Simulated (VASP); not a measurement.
# PtSe (F-43m) in VASP: single point with PBE0

Aim: the single point of PtSe with PBE0.

Everything below comes from runs of VASP 6.6.1. Logs are shortened: lines on timing, memory, paths and dates and some standing lists are left out, and cuts for length are marked.

## 1. The cell of the first run

It takes space group F-43m (No. 216, cubic). The conventional cell has a = 6.075 Å, b = 6.075 Å, c = 6.075 Å, α = 90.00°, β = 90.00°, γ = 90.00°. Within 3.5 Å of Pt (site symmetry -43m) lie 4 Se at 2.63 Å. Within 3.5 Å of Se (site symmetry -43m) lie 4 Pt at 2.63 Å.

## 2. Single point, PBE0, non-collinear spin, zero start, spin-orbit coupling

The input, POSCAR:

```
PtSe
1.0
    0.0000000000      3.0374472300      3.0374472300
    3.0374472300      0.0000000000      3.0374472300
    3.0374472300      3.0374472300      0.0000000000
Pt Se
1 1
Direct
    0.0000000000      0.0000000000      0.0000000000
    0.2500000000      0.2500000000      0.2500000000
```

The input, INCAR.step1:

```
SYSTEM = PtSe
  PREC = Accurate
  ENCUT = 520
  EDIFF = 1E-5
  ISMEAR = -1
  SIGMA = 0.05
  LREAL = .FALSE.
  LASPH = .TRUE.
  NELM = 150
  ALGO = Normal
  ISIF = 2
  LWAVE = .TRUE.
  LCHARG = .FALSE.
  LNONCOLLINEAR = .TRUE.
  MAGMOM = 0 0 0 0 0 0
  LORBIT = 11
  LSORBIT = .TRUE.
  GGA_COMPAT = .FALSE.
  LORBMOM = .TRUE.
  LMAXMIX = 4
  GGA = PE
  NBANDS = 28
```

The input, INCAR.step2:

```
SYSTEM = PtSe
  PREC = Accurate
  ENCUT = 520
  EDIFF = 1E-6
  ISMEAR = -1
  SIGMA = 0.05
  LREAL = .FALSE.
  LASPH = .TRUE.
  NELM = 150
  ALGO = Normal
  ISIF = 2
  LWAVE = .FALSE.
  LCHARG = .FALSE.
  LNONCOLLINEAR = .TRUE.
  MAGMOM = 0 0 0 0 0 0
  LORBIT = 11
  LSORBIT = .TRUE.
  GGA_COMPAT = .FALSE.
  LORBMOM = .TRUE.
  LMAXMIX = 4
  GGA = PE
  LHFCALC = .TRUE.
  AEXX = 0.25
  PRECFOCK = Normal
  ISTART = 1
  NBANDS = 28
```

The input, KPOINTS:

```
regular mesh
0
G
  4 4 4
  0 0 0
```

Potentials or basis: VASP PAW PBE potentials, release 64 (Pt, Se).

Run with:

```
$ cat potpaw_PBE.64/Pt/POTCAR potpaw_PBE.64/Se/POTCAR > POTCAR
$ cp INCAR.step1 INCAR
$ mpirun -np 1 vasp_ncl > vasp.out
$ cp INCAR.step2 INCAR
$ mpirun -np 1 vasp_ncl > vasp.out
```

OUTCAR:

```text
SYSTEM = PtSe
   PREC = Accurate
   ENCUT = 520
   EDIFF = 1E-6
   ISMEAR = -1
   LREAL = .FALSE.
   LASPH = .TRUE.
   NELM = 150
   ISIF = 2
   LNONCOLLINEAR = .TRUE.
   LORBIT = 11
   LSORBIT = .TRUE.
   GGA = PE
   LHFCALC = .TRUE.
   AEXX = 0.25
   PRECFOCK = Normal
   ISTART = 1

 ion  position               nearest neighbor table
   1  0.000  0.000  0.000-   2 2.63   2 2.63   2 2.63   2 2.63
   2  0.250  0.250  0.250-   1 2.63   1 2.63   1 2.63   1 2.63

  LATTYP: Found a face centered cubic cell.
 ALAT       =     6.0748944600

  Lattice vectors:

 A1 = (   0.0000000000,   3.0374472300,   3.0374472300)
 A2 = (   3.0374472300,   0.0000000000,   3.0374472300)
 A3 = (   3.0374472300,   3.0374472300,   0.0000000000)

Analysis of symmetry for initial positions (statically):
=====================================================================
 Subroutine PRICEL returns:
 Original cell was already a primitive cell.

 Routine SETGRP: Setting up the symmetry group for a
 face centered cubic supercell.

 Subroutine GETGRP returns: Found 24 space group operations
 (whereof 24 operations were pure point group operations)
 out of a pool of 48 trial point group operations.

The static configuration has the point symmetry T_d .

Analysis of symmetry for dynamics (positions and initial velocities):
=====================================================================
 Subroutine PRICEL returns:
 Original cell was already a primitive cell.

 Routine SETGRP: Setting up the symmetry group for a
 face centered cubic supercell.

 Subroutine GETGRP returns: Found 24 space group operations
 (whereof 24 operations were pure point group operations)
 out of a pool of 48 trial point group operations.

The dynamic configuration has the point symmetry T_d .

Analysis of structural, dynamic, and magnetic symmetry:
=====================================================================
 Subroutine PRICEL returns:
 Original cell was already a primitive cell.

 Routine SETGRP: Setting up the symmetry group for a
 face centered cubic supercell.

 Subroutine GETGRP returns: Found 24 space group operations
 (whereof 24 operations were pure point group operations)
 out of a pool of 48 trial point group operations.

The overall configuration has the point symmetry T_d .

 Subroutine INISYM returns: Found 24 space group operations
[... 474 lines left out ...]
      0.00000      0.00000      0.00000        -0.000000      0.000000     -0.000000
      1.51872      1.51872      1.51872         0.000000      0.000000      0.000000
 -----------------------------------------------------------------------------------
    total drift:                               -0.000041      0.000026     -0.000008

  FREE ENERGIE OF THE ION-ELECTRON SYSTEM (eV)
  ---------------------------------------------------
  free  energy   TOTEN  =       -12.1248928242 eV

  energy  without entropy=      -12.1209823062  energy(sigma->0) =      -12.12293757

 orbital moment (x)

 # of ion     p       d       tot
 ----------------------------------------
  1         0.000  -0.000  -0.000
  2         0.000   0.000   0.000
 ----------------------------------------
            0.000  -0.000  -0.000

 orbital moment (y)

 # of ion     p       d       tot
 ----------------------------------------
  1         0.000  -0.000  -0.000
  2        -0.000   0.000  -0.000
 ----------------------------------------
           -0.000  -0.000  -0.000

 orbital moment (z)

 # of ion     p       d       tot
 ----------------------------------------
  1         0.000  -0.000  -0.000
  2        -0.000   0.000  -0.000
 ----------------------------------------
            0.000  -0.000  -0.000

 Spin-Orbit-Coupling matrix elements

 Ion:    1  E_soc:     -0.7777782
 l=   1
     0.0000000    -0.0135404    -0.0135407
    -0.0135404     0.0000000    -0.0135413
    -0.0135407    -0.0135413     0.0000000
 l=   2
     0.0000000    -0.0279778     0.0000000    -0.0279791    -0.0881105
    -0.0279778     0.0000000    -0.0660824    -0.0279788    -0.0220278
     0.0000000    -0.0660824     0.0000000    -0.0660828     0.0000000
    -0.0279791    -0.0279788    -0.0660828     0.0000000    -0.0220274
    -0.0881105    -0.0220278     0.0000000    -0.0220274     0.0000000
 l=   3
     0.0000000     0.0000000     0.0000000     0.0000000     0.0000000     0.0000000     0.0000000
     0.0000000     0.0000000     0.0000000     0.0000000     0.0000000     0.0000000     0.0000000
     0.0000000     0.0000000     0.0000000     0.0000000     0.0000000     0.0000000     0.0000000
     0.0000000     0.0000000     0.0000000     0.0000000     0.0000000     0.0000000     0.0000000
     0.0000000     0.0000000     0.0000000     0.0000000     0.0000000     0.0000000     0.0000000
     0.0000000     0.0000000     0.0000000     0.0000000     0.0000000     0.0000000     0.0000000
     0.0000000     0.0000000     0.0000000     0.0000000     0.0000000     0.0000000     0.0000000

 Ion:    2  E_soc:     -0.0224516
 l=   1
     0.0000000    -0.0036871    -0.0036871
    -0.0036871     0.0000000    -0.0036872
    -0.0036871    -0.0036872     0.0000000
 l=   2
     0.0000000    -0.0000276     0.0000000    -0.0000276    -0.0000272
    -0.0000276     0.0000000    -0.0000204    -0.0000276    -0.0000068
     0.0000000    -0.0000204     0.0000000    -0.0000204     0.0000000
    -0.0000276    -0.0000276    -0.0000204     0.0000000    -0.0000068
    -0.0000272    -0.0000068     0.0000000    -0.0000068     0.0000000
 l=   3
     0.0000000     0.0000000     0.0000000     0.0000000     0.0000000     0.0000000     0.0000000
     0.0000000     0.0000000     0.0000000     0.0000000     0.0000000     0.0000000     0.0000000
     0.0000000     0.0000000     0.0000000     0.0000000     0.0000000     0.0000000     0.0000000
     0.0000000     0.0000000     0.0000000     0.0000000     0.0000000     0.0000000     0.0000000
     0.0000000     0.0000000     0.0000000     0.0000000     0.0000000     0.0000000     0.0000000
     0.0000000     0.0000000     0.0000000     0.0000000     0.0000000     0.0000000     0.0000000
     0.0000000     0.0000000     0.0000000     0.0000000     0.0000000     0.0000000     0.0000000

 total charge

# of ion       s       p       d       tot
------------------------------------------
    1        0.576   0.325   8.125   9.026
    2        1.488   2.139   0.063   3.690
--------------------------------------------------
tot          2.064   2.464   8.188  12.716

 magnetization (x)

# of ion       s       p       d       tot
------------------------------------------
    1        0.000  -0.000  -0.000  -0.000
    2        0.000   0.000  -0.000  -0.000
--------------------------------------------------
tot          0.000  -0.000  -0.000  -0.000

 magnetization (y)

# of ion       s       p       d       tot
------------------------------------------
    1       -0.000   0.000   0.000   0.000
    2       -0.000   0.000  -0.000  -0.000
--------------------------------------------------
tot         -0.000   0.000  -0.000   0.000

 magnetization (z)

# of ion       s       p       d       tot
------------------------------------------
    1        0.000  -0.000   0.000   0.000
    2       -0.000   0.000  -0.000   0.000
--------------------------------------------------
tot          0.000   0.000   0.000   0.000
```

OSZICAR.step1:

```text
N       E                     dE             d eps       ncg     rms          rms(c)
DAV:   1     0.812690374292E+02    0.81269E+02   -0.68293E+03   560   0.987E+02
DAV:   2    -0.528474811237E+01   -0.86554E+02   -0.79946E+02   664   0.202E+02
DAV:   3    -0.974094715058E+01   -0.44562E+01   -0.43743E+01   664   0.435E+01
DAV:   4    -0.978549787021E+01   -0.44551E-01   -0.44502E-01   616   0.484E+00
DAV:   5    -0.978618977059E+01   -0.69190E-03   -0.69189E-03   636   0.592E-01    0.813E+00
DAV:   6    -0.959883682382E+01    0.18735E+00   -0.80504E-01   584   0.921E+00    0.524E+00
DAV:   7    -0.956029239012E+01    0.38544E-01   -0.84538E-02   596   0.332E+00    0.312E+00
DAV:   8    -0.955444865693E+01    0.58437E-02   -0.22975E-02   584   0.113E+00    0.690E-01
DAV:   9    -0.955408649857E+01    0.36216E-03   -0.68555E-04   600   0.240E-01    0.201E-01
DAV:  10    -0.955402755987E+01    0.58939E-04   -0.54180E-04   588   0.142E-01    0.514E-02
DAV:  11    -0.955402136416E+01    0.61957E-05   -0.44851E-05   596   0.671E-02
   1 F= -.95540214E+01 E0= -.95407836E+01  d E =-.264756E-01  mag=     0.0000    -0.0000     0.0000
```

Wall time 50 min (1 thread of Oxide Virtual Turin-like, shared host); peak memory 0.3 GiB.

Results:

* Free energy: -12.1249 eV
* Pressure: -13.6 GPa
* Net moment: 0.00 μB per cell
* Valence electrons inside the program's atomic spheres: Pt 9.03; Se 3.69

Moments on the atoms (μB; x, y, z):
```
Pt  0.00 0.00 0.00
Se  0.00 0.00 0.00
```

Caveat: the k points lie up to 0.45 Å⁻¹ apart; the PAW data sets were made with another functional, which shifts forces and pressure a little.
